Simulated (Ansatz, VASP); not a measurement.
# TaTe: VASP and Ansatz over several settings

```
Ta Te
1.0
     3.42009    0.00000    0.00000
     0.00000    3.42009    0.00000
     0.00000    0.00000    3.42009
Ta Te
1 1
Direct
  0.50000 0.50000 0.50000
  0.00000 0.00000 0.00000
```

Single points on this cell with VASP 6.6.1 and Ansatz 0.2.0. Each row is one pair of runs. Alike in all rows: spin: off; k mesh: 4 × 4 × 4; smearing: fermi-dirac, width 0.05 eV; VASP's potentials, cutoff: VASP PAW PBE potentials, release 64 (Ta_pv, Te), 520 eV.

| level | Ansatz's potentials, cutoff | gap on the k mesh at the Fermi level (eV), VASP | gap on the k mesh at the Fermi level (eV), Ansatz | pressure (GPa), VASP | pressure (GPa), Ansatz |
| --- | --- | --- | --- | --- | --- |
| r2SCANh | Ansatz PAW, 500 eV | none | none | -3.2 | -3.1 |
| r2SCAN50 | Ansatz PAW, 500 eV | none | ? | -10.0 | ? |
| B3LYP | Ansatz PAW, 420 eV | none | none | 3.6 | 3.7 |

Problem. Fill in what Ansatz gave in row 2.

Solution. gap on the k mesh at the Fermi level (eV): none; pressure (GPa): -7.9.

VASP's potentials hold 17 valence electrons a cell and Ansatz's 29, so a difference there can come from the potentials and not from the codes.

A gap of «none» marks a metal or a gap that the smearing closes.

The k mesh is coarse, so the values compare programs but aren't converged. Spin-orbit coupling is off throughout.
